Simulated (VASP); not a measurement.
# Si8H5O3 in VASP: single point with PBE+D3(BJ)

Aim: the single point of Si8H5O3 with PBE+D3(BJ).

Program: VASP 6.6.1. These are calculated values, not measurements. Logs are shortened: lines on timing, memory, paths and dates and some standing lists are left out, and cuts for length are marked.

## 1. The cell of the first run

The cell holds a slab with vacuum, 32 atoms: a = 7.667 Å, b = 7.667 Å, c = 26.334 Å, α = 90.00°, β = 90.00°, γ = 120.00°.

## 2. Single point, PBE+D3(BJ)

INCAR reads:

```
SYSTEM = Si8H5O3
PREC     = Accurate       ! precision mode
ENCUT    = 520            ! plane-wave cutoff, eV
EDIFF    = 1E-6           ! SCF threshold, eV
ISMEAR   = 0              ! smearing method
SIGMA    = 0.05           ! smearing width, eV
LREAL    = Auto         
LASPH    = .TRUE.         ! aspherical terms in the spheres
NELM     = 80             ! most SCF steps
ALGO     = Normal         ! electronic algorithm
ISIF     = 2              ! what is computed and relaxed
LWAVE    = .FALSE.        ! write WAVECAR
LCHARG   = .FALSE.        ! write CHGCAR
LDIPOL   = .TRUE.       
IDIPOL   = 3            
DIPOL    = 0.5 0.5 0.477
GGA      = PE             ! functional
IVDW     = 12             ! dispersion correction
NBANDS   = 77             ! bands
```

KPOINTS reads:

```
regular mesh
0
G
  3 3 1
  0 0 0
```

POSCAR reads:

```
Si8H5O3
1.0
    7.6671877233      0.0000000000      0.0000000000
   -3.8335938617      6.6399793440      0.0000000000
    0.0000000000      0.0000000000     26.3340384587
Si H O
16 10 6
Direct
    0.6666666667      0.3333333333      0.3584714139
    0.6666666667      0.8333333333      0.3584714139
    0.1666666667      0.3333333333      0.3584714139
    0.1666666667      0.8333333333      0.3584714139
    0.5000000000      0.5000000000      0.3881869120
    0.5000000000      0.0000000000      0.3881869120
    0.0000000000      0.5000000000      0.3881869120
    0.0000000000      0.0000000000      0.3881869120
    0.0025430686      0.4960339519      0.4751602262
   -0.0008303747     -0.0056329128      0.4781769897
    0.5033690346      0.4995804674      0.4784237488
    0.5005809626      0.0000616455      0.4773449720
    0.8395502718      0.6585418671      0.5076552243
    0.8355452533      0.1662523595      0.5061204483
    0.3322632889      0.6651680352      0.5059232697
    0.3331317417      0.1647701336      0.5075691304
    0.6653514983      0.3336342776      0.3014211010
    0.6661719087      0.8331931186      0.3014090201
    0.1688667030      0.3309264631      0.3014234071
    0.1665171389      0.8342554485      0.3014209472
    0.7877964797      0.6701517015      0.5933621087
    0.8254364426      0.2902965243      0.5831653888
    0.2181082020      0.6896900398      0.5838641204
    0.2669371321      0.1974940118      0.5905943345
    0.7694383950      1.0003657577      0.6217411531
    0.5101324854      0.6933849837      0.6108642527
    0.8669652325      0.6325653748      0.5696793733
    0.8481302610      0.1835010798      0.5704678930
    0.3157147861      0.6552501916      0.5703894939
    0.3437607961      0.1517277417      0.5710085466
    0.7180182904      0.9084957398      0.6513571999
    0.6349720922      0.7116777753      0.6273711835
```

Potentials or basis: VASP PAW PBE potentials, release 64 (Si, H, O).

Launch:

```bash
$ cat potpaw_PBE.64/Si/POTCAR potpaw_PBE.64/H/POTCAR potpaw_PBE.64/O/POTCAR > POTCAR
$ mpirun -np 1 vasp_std > vasp.out
```

OUTCAR:

```text
SYSTEM = Si8H5O3
   PREC = Accurate
   ENCUT = 520
   EDIFF = 1E-6
   ISMEAR = 0
   LREAL = Auto
   LASPH = .TRUE.
   NELM = 80
   ISIF = 2
   GGA = PE
   IVDW = 12
 IVDW          = 12

 ion  position               nearest neighbor table
   1  0.667  0.333  0.358-  17 1.50   7 2.35   6 2.35   5 2.35
   2  0.667  0.833  0.358-  18 1.50   8 2.35   5 2.35   6 2.35
   3  0.167  0.333  0.358-  19 1.50   5 2.35   8 2.35   7 2.35
   4  0.167  0.833  0.358-  20 1.50   6 2.35   7 2.35   8 2.35
   5  0.500  0.500  0.388-   3 2.35   2 2.35   1 2.35  11 2.38
   6  0.500  0.000  0.388-   4 2.35   1 2.35   2 2.35  12 2.35
[... 8 lines left out ...]
  15  0.332  0.665  0.506-  29 1.70   9 2.33  12 2.35  11 2.35
  16  0.333  0.165  0.508-  30 1.68  12 2.34  10 2.35  11 2.35
  17  0.665  0.334  0.301-   1 1.50
  18  0.666  0.833  0.301-   2 1.50
  19  0.169  0.331  0.301-   3 1.50
  20  0.167  0.834  0.301-   4 1.50
  21  0.788  0.670  0.593-  27 1.01
  22  0.825  0.290  0.583-  28 0.98
  23  0.218  0.690  0.584-  29 0.98
  24  0.267  0.197  0.591-  30 0.97
  25  0.769  0.000  0.622-  31 0.99
  26  0.510  0.693  0.611-  32 1.00
  27  0.867  0.633  0.570-  21 1.01  13 1.67
  28  0.848  0.184  0.570-  22 0.98  14 1.70
  29  0.316  0.655  0.570-  23 0.98  15 1.70
  30  0.344  0.152  0.571-  24 0.97  16 1.68
  31  0.718  0.908  0.651-  25 0.99  32 1.46
  32  0.635  0.712  0.627-  26 1.00  31 1.46

  LATTYP: Found a hexagonal cell.
 ALAT       =     7.6671877233
 C/A-ratio  =     3.4346411499

  Lattice vectors:

 A1 = (   7.6671877233,   0.0000000000,   0.0000000000)
 A2 = (  -3.8335938617,   6.6399793440,   0.0000000000)
 A3 = (   0.0000000000,   0.0000000000,  26.3340384587)

Analysis of symmetry for initial positions (statically):
=====================================================================
 Subroutine PRICEL returns:
 Original cell was already a primitive cell.

 Routine SETGRP: Setting up the symmetry group for a
 hexagonal supercell.

 Subroutine GETGRP returns: Found  1 space group operations
 (whereof  1 operations were pure point group operations)
 out of a pool of 24 trial point group operations.

The static configuration has the point symmetry C_1 .

Analysis of symmetry for dynamics (positions and initial velocities):
=====================================================================
 Subroutine PRICEL returns:
 Original cell was already a primitive cell.

 Routine SETGRP: Setting up the symmetry group for a
 hexagonal supercell.

 Subroutine GETGRP returns: Found  1 space group operations
 (whereof  1 operations were pure point group operations)
 out of a pool of 24 trial point group operations.

The dynamic configuration has the point symmetry C_1 .

 Subroutine INISYM returns: Found  1 space group operations
 (whereof  1 operations are pure point group operations),
 and found     1 'primitive' translations

----------------------------------------------------------------------------------------

                                     Primitive cell

  volume of cell :    1340.6651

  direct lattice vectors                    reciprocal lattice vectors
     7.667187723  0.000000000  0.000000000     0.130425918  0.075301439  0.000000000
    -3.833593862  6.639979344  0.000000000     0.000000000  0.150602878  0.000000000
     0.000000000  0.000000000 26.334038459     0.000000000  0.000000000  0.037973667

  length of vectors
     7.667187723  7.667187723 26.334038459     0.150602878  0.150602878  0.037973667

  position of ions in fractional coordinates (direct lattice)
     0.666666667  0.333333333  0.358471414
     0.666666667  0.833333333  0.358471414
     0.166666667  0.333333333  0.358471414
     0.166666667  0.833333333  0.358471414
     0.500000000  0.500000000  0.388186912
     0.500000000  0.000000000  0.388186912
[... 24 lines left out ...]
     0.718018290  0.908495740  0.651357200
     0.634972092  0.711677775  0.627371184

  ion indices of the primitive-cell ions
   primitive index   ion index
                 1           1
                 2           2
                 3           3
                 4           4
                 5           5
                 6           6
[... 24 lines left out ...]
                31          31
                32          32

----------------------------------------------------------------------------------------

 KPOINTS: regular mesh

Automatic generation of k-mesh.
 Grid dimensions read from file:
 generate k-points for:    3    3    1

 Generating k-lattice:

  Cartesian coordinates                     Fractional coordinates (reciprocal lattice)
     0.043475306  0.025100480  0.000000000     0.333333333  0.000000000  0.000000000
     0.000000000  0.050200959  0.000000000     0.000000000  0.333333333  0.000000000
     0.000000000  0.000000000  0.037973667     0.000000000  0.000000000  1.000000000

  Length of vectors
     0.050200959  0.050200959  0.037973667

  Shift w.r.t. Gamma in fractional coordinates (k-lattice)
     0.000000000  0.000000000  0.000000000

 Subroutine IBZKPT returns following result:
 ===========================================

 Found      5 irreducible k-points:

 Following reciprocal coordinates:
            Coordinates               Weight
  0.000000  0.000000  0.000000      1.000000
  0.333333 -0.000000  0.000000      2.000000
  0.000000  0.333333  0.000000      2.000000
 -0.333333  0.333333  0.000000      2.000000
  0.333333  0.333333  0.000000      2.000000
   k-points           NKPTS =      5   k-points in BZ     NKDIM =      5   number of bands    NBANDS=     77
   number of dos      NEDOS =    301   number of ions     NIONS =     32
   total plane-waves  NPLWV = 705600
   dimension x,y,z NGX =    60 NGY =   60 NGZ =  196
   dimension x,y,z NGXF=   120 NGYF=  120 NGZF=  392
   ions per type =              16  10   6
   NGX,Y,Z   is equivalent  to a cutoff of  13.01, 13.01, 12.37 a.u.
   NGXF,Y,Z  is equivalent  to a cutoff of  26.02, 26.02, 24.75 a.u.
 SYSTEM =  Si8H5O3
   PREC   = accura    normal or accurate (medium, high low for compatibility)
   ISTART =      0    job   : 0-new  1-cont  2-samecut
   ICHARG =      2    charge: 1-file 2-atom 10-const
   ISPIN  =      1    spin polarized calculation?
   LNONCOLLINEAR =      F non collinear calculations
   LSORBIT =      F    spin-orbit coupling
   LASPH  =      T    aspherical Exc in radial PAW
   ENCUT  =  520.0 eV  38.22 Ry    6.18 a.u.  14.26 14.26 48.96*2*pi/ulx,y,z
   NELM   =     80;   NELMIN=  2; NELMDL= -5     # of ELM steps
   EDIFF  = 0.1E-05   stopping-criterion for ELM
   LREAL  =      T    real-space projection
   EDIFFG = 0.1E-04   stopping-criterion for IOM
   NSW    =      0    number of steps for IOM
   IBRION =     -1    ionic relax: 0-MD 1-quasi-New 2-CG
   NFREE  =      0    steps in history (QN), initial steepest desc. (CG)
   ISIF   =      2    stress and relaxation
   ISYM   =      2    0-nonsym 1-usesym 2-fastsym
   POTIM  = 0.5000    time-step for ionic-motion
   TEBEG  =    0.0;   TEEND  =   0.0 temperature during run
   PSTRESS=    0.0 pullay stress
   NELECT =     110.0000    total number of electrons
   NUPDOWN=      -1.0000    fix difference up-down
   EMIN   =  10.00;   EMAX   =-10.00  energy-range for DOS
   EFERMI =   0.00;   METHOD = LEGACY
   ISMEAR =     0;   SIGMA  =   0.05  broadening in eV -4-tet -1-fermi 0-gaus
   EFERMI_NEDOS =   21; number of points for ismear=-14 and -15
   IALGO  =     38    algorithm
   IMIX   =      4    mixing-type and parameters
     AMIX     =   0.40;   BMIX     =  1.00
     AMIX_MAG =   1.60;   BMIX_MAG =  1.00
  volume/ion in A,a.u.               =      41.90       282.73
  Fermi-wavevector in a.u.,A,eV,Ry     =   0.711376  1.344305  6.885300  0.506055
  Thomas-Fermi vector in A             =   1.798471
   LORBIT       =      0    0 simple, 1 ext, 2 COOP (PROOUT), +10 PAW based schemes
   GGA     = PE    functional components
   LHFCALC =     F    Hartree Fock is set to
   AEXX    =    0.0000 exact exchange contribution
   IVDW    =    12    specifies the selected vdW correction
   LEPSILON=     F    determine dielectric tensor
   LRPA    =     F    only Hartree local field effects (RPA)
 non-spin polarized calculation
 Gauss-broadening in eV      SIGMA  =   0.05
  energy-cutoff  :      520.00
  volume of cell :     1340.67
 maximum number of plane-waves:     36115
 NGX is ok and might be reduce to    60
   NGX = 29   NGY = 29   NGZ = 97

 number of electron     110.0000009 magnetization

 dipolmoment           0.000000      0.000000      0.320828 electrons x Angstroem

 Free energy of the ion-electron system (eV)
  ---------------------------------------------------
  ext. energy  EPLUGINS =         0.00000000
  ---------------------------------------------------
  free energy    TOTEN  =      -163.74492151 eV

  energy without entropy =     -163.74492151  energy(sigma->0) =     -163.74492151

 E-fermi :  -1.7779     XC(G=0):  -3.4679

 val. band max:       -2.0763123946   @ k =   0.0000   0.0000   0.0000
 cond. band min:      -0.9534355062   @ k =   0.0000   0.0000   0.0000
 fundamental gap:      1.1228768884
 Fermi energy:        -1.7778601739

 k-point     1 :       0.0000    0.0000    0.0000
  band No.  band energies     occupation
      1     -25.0409      2.00000
      2     -22.9095      2.00000
      3     -22.8523      2.00000
      4     -22.5451      2.00000
      5     -22.1468      2.00000
      6     -19.2750      2.00000
[... 59 lines left out ...]
     66       0.1930      0.00000
     67       1.1184      0.00000

 k-point     2 :       0.3333   -0.0000    0.0000
  band No.  band energies     occupation
      1     -25.0406      2.00000
      2     -22.9147      2.00000
      3     -22.8467      2.00000
      4     -22.5456      2.00000
      5     -22.1476      2.00000
      6     -19.2741      2.00000
[... 59 lines left out ...]
     66       1.2910      0.00000
     67       1.3337      0.00000

 k-point     3 :       0.0000    0.3333    0.0000
  band No.  band energies     occupation
      1     -25.0407      2.00000
      2     -22.9143      2.00000
      3     -22.8484      2.00000
      4     -22.5454      2.00000
      5     -22.1454      2.00000
      6     -19.2762      2.00000
[... 59 lines left out ...]
     66       1.2793      0.00000
     67       1.3441      0.00000

 k-point     4 :      -0.3333    0.3333    0.0000
  band No.  band energies     occupation
      1     -25.0406      2.00000
      2     -22.9093      2.00000
      3     -22.8530      2.00000
      4     -22.5466      2.00000
      5     -22.1453      2.00000
      6     -19.2747      2.00000
[... 59 lines left out ...]
     66       1.3029      0.00000
     67       1.3289      0.00000

 k-point     5 :       0.3333    0.3333    0.0000
  band No.  band energies     occupation
      1     -25.0405      2.00000
      2     -22.9144      2.00000
      3     -22.8479      2.00000
      4     -22.5463      2.00000
      5     -22.1457      2.00000
      6     -19.2750      2.00000
[... 59 lines left out ...]
     66       1.6487      0.00000
     67       1.6688      0.00000
 [bands above 67 left out]

------------------------ aborting loop because EDIFF is reached ----------------------------------------

 vacuum level on the upper side and lower side of the slab       (xc-potential included)         0.442        -0.672

 Edisp (eV)   -4.40314

 E8    (eV) :    -1.7687

  FORCE on cell =-STRESS in cart. coord.  units (eV):
  Direction    XX          YY          ZZ          XY          YZ          ZX
  --------------------------------------------------------------------------------------
  -------------------------------------------------------------------------------------
  Total       0.45898     0.85773    -0.37582     0.36171     0.14267    -0.13551
  in kB       0.54851     1.02504    -0.44913     0.43226     0.17050    -0.16195
  external pressure =        0.37 kB  Pullay stress =        0.00 kB

 VOLUME and BASIS-vectors are now :
 -----------------------------------------------------------------------------
  energy-cutoff  :      520.00
  volume of cell :     1340.67
      direct lattice vectors                 reciprocal lattice vectors
     7.667187723  0.000000000  0.000000000     0.130425918  0.075301439  0.000000000
    -3.833593862  6.639979344  0.000000000     0.000000000  0.150602878  0.000000000
     0.000000000  0.000000000 26.334038459     0.000000000  0.000000000  0.037973667

 POSITION                                       TOTAL-FORCE (eV/Angst)
 -----------------------------------------------------------------------------------
      3.83359      2.21333      9.44000         0.008535     -0.001702      0.149249
      1.91680      5.53332      9.44000         0.002027     -0.001027      0.143800
      0.00000      2.21333      9.44000        -0.012649      0.006967      0.144799
     -1.91680      5.53332      9.44000         0.001456     -0.006595      0.151122
      1.91680      3.31999     10.22253         0.001055      0.040335      0.106689
      3.83359      0.00000     10.22253        -0.001111      0.008602     -0.121421
[... 24 lines left out ...]
      2.02238      6.03239     17.15287        -0.011102      0.087019      0.151353
      2.14017      4.72553     16.52122         0.113574     -0.133905     -0.043488
 -----------------------------------------------------------------------------------
    total drift:                               -0.008477      0.009612     -0.026653

  FREE ENERGIE OF THE ION-ELECTRON SYSTEM (eV)
  ---------------------------------------------------
  free  energy   TOTEN  =      -168.1480591318 eV

  energy  without entropy=     -168.1480591318  energy(sigma->0) =     -168.14805913

 vacuum level on the upper side and lower side of the slab         3.566         2.431
```

Run time: 42 min. Hardware: 1 thread of Oxide Virtual Turin-like, shared host; peak memory 1.5 GiB.

What came out:

```yaml
Free_energy: -168.1481 eV
Largest_force: 0.657 eV/Å
Band_gap_on_the_k_mesh: 1.12 eV
Dispersion_energy_per_atom: -0.138 eV
```

Forces in eV/Å, atoms in the order of the input:
```
Si   0.009 -0.002  0.149
Si   0.002 -0.001  0.144
Si  -0.013  0.007  0.145
Si   0.001 -0.007  0.151
Si   0.001  0.040  0.107
Si  -0.001  0.009 -0.121
Si   0.038 -0.023 -0.656
Si  -0.033 -0.032  0.060
Si  -0.001  0.001 -0.005
Si  -0.002  0.001 -0.002
Si  -0.003  0.000 -0.003
Si  -0.002  0.000 -0.006
Si   0.010 -0.003 -0.068
Si   0.010 -0.014 -0.050
Si   0.022 -0.003 -0.044
Si   0.014 -0.002 -0.056
H   -0.001  0.001  0.011
H    0.000  0.001  0.011
H   -0.002  0.001  0.012
H    0.000  0.001  0.011
H   -0.047  0.004  0.082
H   -0.051  0.069  0.059
H   -0.080  0.015  0.062
H   -0.063  0.025  0.086
H    0.007  0.084 -0.084
H   -0.104 -0.033 -0.054
O    0.034 -0.010 -0.008
O    0.034 -0.058 -0.005
O    0.069 -0.007 -0.006
O    0.049 -0.018 -0.031
O   -0.011  0.087  0.151
O    0.114 -0.134 -0.043
```
